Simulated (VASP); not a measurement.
Runs of VASP 6.6.1 on TaN. The structure is that of space group P-6m2 (No. 187), or close to it. The cells are those of the table. 

```tsv
cell	gap on the mesh (eV)	pressure (GPa)
a = 2.833, b = 2.833, c = 3.059 Å, angles 90.0, 90.0, 120.0°, 2 atoms	none	0.0
a = 2.679, b = 2.679, c = 3.419 Å, angles 90.0, 90.0, 120.0°, 2 atoms	none	6.6
a = 3.087, b = 3.087, c = 2.576 Å, angles 90.0, 90.0, 120.0°, 2 atoms	none	12.4
a = 3.006, b = 3.006, c = 2.716 Å, angles 90.0, 90.0, 120.0°, 2 atoms	none	(a)
a = 2.877, b = 2.877, c = 2.966 Å, angles 90.0, 90.0, 120.0°, 2 atoms	none	0.0
```

Alike in all rows: task single point; level PBEsol; potentials or basis VASP PAW PBE potentials, release 64 (Ta_pv, N); no spin polarisation; k mesh 24 × 24 × 24; cutoff (eV) 520; smearing gaussian 0.15 eV.

Q: Fill in the values left out.

A: (a) 5.0.

Caveats: the PAW data sets were made with another functional, which shifts forces and pressure a little; spin-orbit coupling is left out, which moves the levels of the heavy elements.

A k mesh can miss the band edges, and the runs leave out spin-orbit coupling on Ta.

A gap of «none» marks levels without a gap at the run's occupations.
